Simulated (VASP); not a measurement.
The system is TiN.

```
Ti N
1.0
     0.00000    2.12200    2.12200
     2.12200    0.00000    2.12200
     2.12200    2.12200    0.00000
Ti N
1 1
Direct
  0.00000 0.00000 0.00000
  0.50000 0.50000 0.50000
```

Base run:

```yaml
Program: VASP 6.6.1
Functional: r2SCAN
Potentials_or_basis: VASP PAW PBE potentials, release 64 (Ti_sv, N)
Cutoff: 520 eV
k_mesh: 13 × 13 × 13
Occupations: fermi-dirac, width 0.05 eV
Spin: no spin polarisation
```

Its results: band gap on the k mesh zero (an odd number of electrons rules out a gap without spin polarisation); pressure -0.9 GPa.

The run is repeated on the same cell with these changes: functional from r2SCAN to PBEsol. What comes out?

Band gap on the k mesh zero (an odd number of electrons rules out a gap without spin polarisation); pressure -7.6 GPa.

Caveats: the PAW data sets were made with another functional, which shifts forces and pressure a little; the cell stands under tension (at least some runs).
